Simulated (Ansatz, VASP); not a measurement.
Two plane-wave programs on CoGe3Pd

```
Co Ge Pd
1.0
     4.69615    0.00000    0.00000
     0.00000    4.69615    0.00000
     0.00000    0.00000    4.82828
Co Ge Pd
1 3 1
Direct
  0.00000 0.00000 0.50000
  0.00000 0.50000 0.00000
  0.50000 0.00000 0.00000
  0.50000 0.50000 0.50000
  0.00000 0.00000 0.00000
```

Alike in both runs: functional PBE; k mesh 4 × 4 × 4; occupations gaussian, width 0.1 eV; collinear spin.

Ansatz relaxed the structure, and its values are those at the end. VASP's run is a single point on that final structure, the one shown.

|  | VASP | Ansatz |
| --- | --- | --- |
| version | VASP 6.6.1 | Ansatz 0.2.0 |
| potentials or method | VASP PAW PBE potentials, release 64 (Co, Ge_d, Pd), cutoff 520 eV | scalar-relativistic, plane waves, PAW |
| valence electrons in the cell | 61 | 77 |

|  | VASP | Ansatz | Ansatz less VASP |
| --- | --- | --- | --- |
| gap on the k mesh at the Fermi level (eV) | none | none | - |
| pressure (GPa) | 0.1 | 0.1 | +0.06 |
| net moment per atom (μB) | 0.40 | 0.41 | +0.004 |
| size of the moment on the site where the two differ most (μB) | 0.05 | 0.07 | +0.028 |

Site moments also hang on the region over which each program counts them. A gap of «none» marks a metal or a gap that the smearing closes. VASP's potentials hold 61 valence electrons a cell and Ansatz's 77, so a difference there can come from the potentials and not from the codes.
